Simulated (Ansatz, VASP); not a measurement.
**MnS in VASP and in Ansatz**

INCAR

```
SYSTEM = MnS
ALGO = Normal
EDIFF = 1E-6
ENCUT = 520
GGA = PS
ISIF = 2
ISMEAR = -1
ISPIN = 2
LASPH = .TRUE.
LCHARG = .FALSE.
LMAXMIX = 4
LORBIT = 11
LREAL = .FALSE.
LWAVE = .FALSE.
MAGMOM = 4 0
NBANDS = 20
NELM = 150
PREC = Accurate
SIGMA = 0.05
```

Contents of KPOINTS:

```
k-points
0
G
  9 9 9
  0 0 0
```

Contents of POSCAR:

```
MnS
1.0
    0.0000000000      2.6217488470      2.6217488470
    2.6217488470      0.0000000000      2.6217488470
    2.6217488470      2.6217488470      0.0000000000
Mn S
1 1
Direct
    0.0000000000      0.0000000000      0.0000000000
    0.5000000000      0.5000000000      0.5000000000
```

Contents of input.yaml:

```yaml
crystal:
  lattice:
    - [0.0, 2.621748847, 2.621748847]
    - [2.621748847, 0.0, 2.621748847]
    - [2.621748847, 2.621748847, 0.0]
  atoms:
    - { symbol: Mn, position: [0.0, 0.0, 0.0], spin: 4.0 }
    - { symbol: S, position: [0.5, 0.5, 0.5] }
kpoints:
  mp_grid: { grid: [9, 9, 9] }
scf:
  occupations: { method: fermi_dirac, width: 0.05 }
hamiltonian:
  xc: pbesol
  pseudopotentials: { kind: all_electron, lapw: { basis_error: 0.0005 } }
magnetization:
  spin_polarized: true
output:
  forces: true
  stress: true
  eigenvalues: true
```

Change from the starting cell: volume scaled by 1.02.

Alike in both runs: task single point; functional PBEsol; k mesh 9 × 9 × 9; occupations fermi-dirac, width 0.05 eV; collinear spin.

|  | VASP | Ansatz |
| --- | --- | --- |
| version | VASP 6.6.1 | Ansatz 0.2.0 |
| potentials or method | VASP PAW PBE potentials, release 64 (Mn_pv, S), cutoff 520 eV | all-electron LAPW, scalar-relativistic |

Ansatz gave:

* gap on the k mesh at the Fermi level (eV): none
* pressure (GPa): -8.1
* net moment per atom (μB): 2.36
* size of the moment on the site where the two differ most (μB): 4.44

**Question.** What did VASP give for the same quantities?

**Answer.** gap on the k mesh at the Fermi level (eV): none; pressure (GPa): -8.0; net moment per atom (μB): 2.36; size of the moment on the site where the two differ most (μB): 4.26.

VASP's potentials were made for PBE, not for PBEsol. Site moments also hang on the region over which each program counts them. A gap of «none» marks a metal or a gap that the smearing closes. Ansatz ran all-electron here, and VASP with PAW potentials.
